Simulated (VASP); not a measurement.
RbCl:

```xyz
2
Lattice="-0.0220 3.2838 3.2838 3.2838 -0.0220 3.2838 3.2838 3.2838 -0.0220" Properties=species:S:1:pos:R:3 pbc="T T T"
Rb    0.0000    0.0000    0.0000
Cl    3.2728    3.2728    3.2728
```

This cell differs from its parent crystal: strain along [111] -1.0%.

Base run:

```yaml
Program: VASP 6.6.1
Functional: PBE
Potentials_or_basis: VASP PAW PBE potentials, release 64 (Rb_sv, Cl)
Cutoff: 500 eV
k_mesh: 4 × 4 × 4
Occupations: gaussian, width 0.01 eV
Spin: no spin polarisation
```

Its results: band gap on the k mesh 4.98 eV; pressure 0.8 GPa.

Question: The run is repeated on the same cell with these changes: functional from PBE to r2SCAN; cutoff from 500 eV to 550 eV; k mesh from 4 × 4 × 4 to 6 × 6 × 6. What comes out?

Answer: Band gap on the k mesh 5.58 eV; pressure 0.2 GPa.

Several settings changed at once.

Caveats: the PAW data sets were made with another functional, which shifts forces and pressure a little (at least some runs).

